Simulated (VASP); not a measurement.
# Rh (Fm-3m) in VASP: further runs, part 2 of 2

VASP 6.6.1. The steps go on from the part before.

## (4) Single point, PBE

Contents of INCAR:

```
SYSTEM = Rh
PREC = Accurate ; ENCUT = 520
EDIFF = 1E-6 ; ISMEAR = -1
SIGMA = 0.1 ; LREAL = .False.
LASPH = .True. ; NELM = 100
ALGO = Normal ; ISIF = 2
LWAVE = .False. ; LCHARG = .False.
GGA = PE ; NBANDS = 14
```

Contents of KPOINTS:

```
Automatic mesh
0
Gamma
  13 13 13
  0 0 0
```

Contents of POSCAR:

```
Rh
1.0
    2.6839650000      0.0000000000      0.0000000000
    1.3419825000      2.3243818729      0.0000000000
    1.3419825000      0.7747939576      2.1914482458
Rh
1
Direct
    0.0000000000      0.0000000000      0.0000000000
```

Potentials or basis: VASP PAW PBE potentials, release 64 (Rh_pv).

Started as:

```
$ cat potpaw_PBE.64/Rh_pv/POTCAR > POTCAR
$ mpirun -np 1 vasp_std > vasp.out
```

OUTCAR:

```text
SYSTEM = Rh
   PREC = Accurate
   ENCUT = 520
   EDIFF = 1E-6
   ISMEAR = -1
   LREAL = .False.
   LASPH = .True.
   NELM = 100
   ISIF = 2
   GGA = PE

 ion  position               nearest neighbor table
   1  0.000  0.000  0.000-

  LATTYP: Found a face centered cubic cell.
 ALAT       =     3.7956997040

  Lattice vectors:

 A1 = (   2.6839650000,   0.0000000000,   0.0000000000)
 A2 = (   1.3419825000,   2.3243818729,   0.0000000000)
 A3 = (   1.3419825000,   0.7747939576,   2.1914482458)

Analysis of symmetry for initial positions (statically):
=====================================================================
 Subroutine PRICEL returns:
 Original cell was already a primitive cell.

 Routine SETGRP: Setting up the symmetry group for a
 face centered cubic supercell.

 Subroutine GETGRP returns: Found 48 space group operations
 (whereof 48 operations were pure point group operations)
 out of a pool of 48 trial point group operations.

The static configuration has the point symmetry O_h .

Analysis of symmetry for dynamics (positions and initial velocities):
=====================================================================
 Subroutine PRICEL returns:
 Original cell was already a primitive cell.

 Routine SETGRP: Setting up the symmetry group for a
 face centered cubic supercell.

 Subroutine GETGRP returns: Found 48 space group operations
 (whereof 48 operations were pure point group operations)
 out of a pool of 48 trial point group operations.

The dynamic configuration has the point symmetry O_h .

 Subroutine INISYM returns: Found 48 space group operations
 (whereof 48 operations are pure point group operations),
 and found     1 'primitive' translations

----------------------------------------------------------------------------------------

[... 113 lines left out ...]
  Thomas-Fermi vector in A             =   2.770792
   LORBIT       =      0    0 simple, 1 ext, 2 COOP (PROOUT), +10 PAW based schemes
   GGA     = PE    functional components
   LHFCALC =     F    Hartree Fock is set to
   AEXX    =    0.0000 exact exchange contribution
   IVDW    =     0    specifies the selected vdW correction
   LEPSILON=     F    determine dielectric tensor
   LRPA    =     F    only Hartree local field effects (RPA)
 non-spin polarized calculation
  energy-cutoff  :      520.00
  volume of cell :       13.67
 maximum number of plane-waves:       379
   NGX =  9   NGY =  9   NGZ =  9

 number of electron      15.0000007 magnetization

 Free energy of the ion-electron system (eV)
  ---------------------------------------------------
  ext. energy  EPLUGINS =         0.00000000
  ---------------------------------------------------
  free energy    TOTEN  =        -7.27421636 eV

  energy without entropy =       -7.22858117  energy(sigma->0) =       -7.25139876

 E-fermi :  12.0055     XC(G=0): -14.0673

 val. band max:       11.9767069713   @ k =  -0.1538   0.1538   0.0000
 cond. band min:      12.0189275384   @ k =   0.3077   0.3077   0.0000
 fundamental gap:      0.0422205670
 Fermi energy:        12.0054940881

 k-point     1 :       0.0000    0.0000    0.0000
  band No.  band energies     occupation
      1     -34.3765      2.00000
      2     -34.3765      2.00000
      3     -34.3765      2.00000
      4       4.0073      2.00000
      5       8.9063      2.00000
      6       8.9063      2.00000
      7       8.9063      2.00000
      8      11.0113      1.99990
      9      11.0113      1.99990
     10      27.9995      0.00000
     11      32.5305      0.00000
     12      33.4929      0.00000
     13      33.4929      0.00000
     14      33.4929      0.00000
[... 377 lines left out ...]
      1     -35.0289      2.00000
      2     -34.5612      2.00000
      3     -34.5186      2.00000
      4       6.4648      2.00000
      5       8.3472      2.00000
      6       9.5460      2.00000
      7       9.5632      2.00000
      8      12.6401      0.00350
      9      14.5972      0.00000
     10      22.1573      0.00000
     11      28.6411      0.00000
     12      31.6229      0.00000
     13      32.4840      0.00000
     14      32.6051      0.00000

 [... further k-points ...]

------------------------ aborting loop because EDIFF is reached ----------------------------------------

  FORCE on cell =-STRESS in cart. coord.  units (eV):
  Direction    XX          YY          ZZ          XY          YZ          ZX
  --------------------------------------------------------------------------------------
  -------------------------------------------------------------------------------------
  Total        0.6866932      0.6866932      0.6866932      0.0000000     -0.0000000      0.0000000
  in kB       80.4744055     80.4744055     80.4744055      0.0000000     -0.0000000      0.0000000
  external PRESSURE =      80.4744055 kB  Pullay stress =       0.0000000 kB

 VOLUME and BASIS-vectors are now :
 -----------------------------------------------------------------------------
  energy-cutoff  :      520.00
  volume of cell :       13.67
      direct lattice vectors                 reciprocal lattice vectors
     2.683965000  0.000000000  0.000000000     0.372583100 -0.215110953 -0.152106414
     1.341982500  2.324381873  0.000000000     0.000000000  0.430221906 -0.152106414
     1.341982500  0.774793958  2.191448246     0.000000000  0.000000000  0.456319241

 POSITION                                       TOTAL-FORCE (eV/Angst)
 -----------------------------------------------------------------------------------
      0.00000      0.00000      0.00000        -0.000000      0.000000      0.000000
 -----------------------------------------------------------------------------------
    total drift:                               -0.000000     -0.000000     -0.000000

  FREE ENERGIE OF THE ION-ELECTRON SYSTEM (eV)
  ---------------------------------------------------
  free  energy   TOTEN  =        -7.2742163574 eV

  energy  without entropy=       -7.2285811669  energy(sigma->0) =       -7.25139876
```

Run time: 20 s. Hardware: 1 thread of AMD EPYC, shared host; peak memory 0.1 GiB.

Results:

```
Free energy : -7.2742 eV
Pressure    : 8.0 GPa
```

## (5) Single point, PBE

Contents of INCAR:

```
SYSTEM = Rh
PREC = Accurate
ENCUT = 520
EDIFF = 1E-6
ISMEAR = -1
SIGMA = 0.05
LREAL = .False.
LASPH = .True.
NELM = 100
ALGO = Normal
ISIF = 2
LWAVE = .False.
LCHARG = .False.
GGA = PE
NBANDS = 14
```

Contents of KPOINTS:

```
regular mesh
0
Gamma
  13 13 13
  0 0 0
```

POSCAR is that of step 4.

Started as:

```
$ cat potpaw_PBE.64/Rh_pv/POTCAR > POTCAR
$ mpirun -np 1 vasp_std > vasp.out
```

It took 20 s on 1 thread of AMD EPYC, shared host; peak memory 0.1 GiB.

It converged, with:

```
Free energy : -7.2568 eV
Pressure    : 7.7 GPa
```

Levels at points of the mesh, in eV from the Fermi level:
| k point | band 4 | band 5 | band 6 | band 7 | band 8 | band 9 | band 10 | band 11 |
| --- | --- | --- | --- | --- | --- | --- | --- | --- |
| (0.00, 0.00, 0.00) | -7.99 | -3.10 | -3.10 | -3.10 | -0.99 | -0.99 | 16.00 | 20.52 |

## (6) Overview

| smearing | gap on the mesh (eV) | pressure (GPa) |
| --- | --- | --- |
| fermi-dirac 0.3 eV | none | 11.3 |
| fermi-dirac 0.2 eV | none | 9.3 |
| fermi-dirac 0.1 eV | none | 8.0 |
| fermi-dirac 0.05 eV | none | 7.7 |

Alike in all rows: task single point; level PBE; potentials or basis VASP PAW PBE potentials, release 64 (Rh_pv); no spin polarisation; cell as given; k mesh 13 × 13 × 13; cutoff (eV) 520.

Every run on the cell as given and a fine mesh finds a metal.

Absolute energies hang on the potentials; compare differences alone.
